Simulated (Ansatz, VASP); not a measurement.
## HfO2 in VASP and in Ansatz

Contents of INCAR:

```
SYSTEM = HfO2
PREC = Accurate
ENCUT = 520
EDIFF = 1E-6
ISMEAR = 0
SIGMA = 0.01
LREAL = .FALSE.
LASPH = .TRUE.
NELM = 80
ALGO = Normal
ISIF = 2
LWAVE = .FALSE.
LCHARG = .FALSE.
GGA = PE
NBANDS = 56
```

KPOINTS

```
regular mesh
0
G
  4 4 4
  0 0 0
```

File POSCAR:

```
HfO2
1.0
    5.2936098651      0.0000000000      0.0000000000
    0.0000000000      5.0690820776      0.0000000000
    0.0000000000      0.0000000000      5.1010768668
Hf O
4 8
Direct
    0.0325922788      0.2662966146      0.2400087179
    0.4674077212      0.2662966146      0.7400087179
    0.5325922788      0.7337033854      0.2400087179
    0.9674077212      0.7337033854      0.7400087179
    0.3654176027      0.0676246699      0.3831519686
    0.1345823973      0.0676246699      0.8831519686
    0.7292244608      0.4627859517      0.4898393134
    0.7707755392      0.4627859517      0.9898393134
    0.2707755392      0.5372140483      0.9898393134
    0.2292244608      0.5372140483      0.4898393134
    0.8654176027      0.9323753301      0.3831519686
    0.6345823973      0.9323753301      0.8831519686
```

Input for Ansatz:

```yaml
crystal:
  lattice:
    - [5.2936098651, 0.0, 0.0]
    - [0.0, 5.0690820776, 0.0]
    - [0.0, 0.0, 5.1010768668]
  atoms:
    - { symbol: Hf, position: [0.0325922788, 0.2662966146, 0.2400087179] }
    - { symbol: Hf, position: [0.4674077212, 0.2662966146, 0.7400087179] }
    - { symbol: Hf, position: [0.5325922788, 0.7337033854, 0.2400087179] }
    - { symbol: Hf, position: [0.9674077212, 0.7337033854, 0.7400087179] }
    - { symbol: O, position: [0.3654176027, 0.0676246699, 0.3831519686] }
    - { symbol: O, position: [0.1345823973, 0.0676246699, 0.8831519686] }
    - { symbol: O, position: [0.7292244608, 0.4627859517, 0.4898393134] }
    - { symbol: O, position: [0.7707755392, 0.4627859517, 0.9898393134] }
    - { symbol: O, position: [0.2707755392, 0.5372140483, 0.9898393134] }
    - { symbol: O, position: [0.2292244608, 0.5372140483, 0.4898393134] }
    - { symbol: O, position: [0.8654176027, 0.9323753301, 0.3831519686] }
    - { symbol: O, position: [0.6345823973, 0.9323753301, 0.8831519686] }
kpoints:
  mp_grid: { grid: [4, 4, 4] }
hamiltonian:
  xc: pbe
scf:
  occupations: { method: fixed }
  n_extra_bands: 7
output:
  forces: true
  stress: true
  eigenvalues: true
```

Alike in both runs: task single point; functional PBE; k mesh 4 × 4 × 4; no spin polarisation.

|  | VASP | Ansatz |
| --- | --- | --- |
| version | VASP 6.6.1 | Ansatz 0.2.0 |
| potentials or method | VASP PAW PBE potentials, release 64 (Hf_pv, O) | plane waves, PAW |
| plane-wave cutoff (eV) | 520 | 420 |
| occupations | gaussian, width 0.01 eV | fixed |
| valence electrons in the cell | 88 | 152 |

Ansatz gave:

```
gap on the k mesh at the Fermi level (eV)                     : 4.41
pressure (GPa)                                                : 0.0
traceless stress, the component that is largest in VASP (GPa) : 0.00
rms of the force components (eV/Å)                            : 0.001
```

Problem. What did VASP give for the same quantities?

Solution. gap on the k mesh at the Fermi level (eV): 4.36; pressure (GPa): -3.1; traceless stress, the component that is largest in VASP (GPa): 0.06; rms of the force components (eV/Å): 0.026.

Atom by atom the forces differ by 0.026 eV/Å (rms over components). VASP's potentials hold 88 valence electrons a cell and Ansatz's 152, so a difference there can come from the potentials and not from the codes.

Neither program's run includes spin-orbit coupling.
